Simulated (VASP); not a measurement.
Here is a VASP 6.6.1 calculation.

Contents of INCAR:

```
SYSTEM = MoS2
PREC = Accurate ; ENCUT = 520
EDIFF = 1E-7 ; ISMEAR = 0
SIGMA = 0.02 ; LREAL = .FALSE.
LASPH = .TRUE. ; NELM = 80
ALGO = Normal ; ISIF = 2
LWAVE = .FALSE. ; LCHARG = .FALSE.
GGA = PE ; ISYM = 0
NBANDS = 35
```

Contents of KPOINTS:

```
Automatic mesh
0
Gamma
  12 12 2
  0.5 0.5 0.5
```

POSCAR

```
MoS2
1.0
    3.1850687784      0.0000000000      0.0000000000
   -1.5925343892      2.7583504749      0.0000000000
    0.0000000000      0.0000000000     14.8080026258
Mo S
2 4
Direct
    0.6666666667      0.3333333333      0.2500000000
    0.3333333333      0.6666666667      0.7500000000
    0.6666666667      0.3333333333      0.6444804086
    0.3333333333      0.6666666667      0.3555195914
    0.6666666667      0.3333333333      0.8555195914
    0.3333333333      0.6666666667      0.1444804086
```

Potentials or basis: VASP PAW PBE potentials, release 64 (Mo_sv, S).

Command:

```sh
$ cat potpaw_PBE.64/Mo_sv/POTCAR potpaw_PBE.64/S/POTCAR > POTCAR
$ mpirun -np 1 vasp_std > vasp.out
```

(1) What does it give for the pressure?

(2) Predict the band gap on the k mesh.

Answers

(1) -0.1 GPa.

(2) 1.59 eV (least direct gap 1.80 eV).

Caveat: a shifted mesh leaves out Γ, where band edges can lie; this functional lacks dispersion, which binds the layers, so the pressure and a relaxed spacing across them are unreliable.
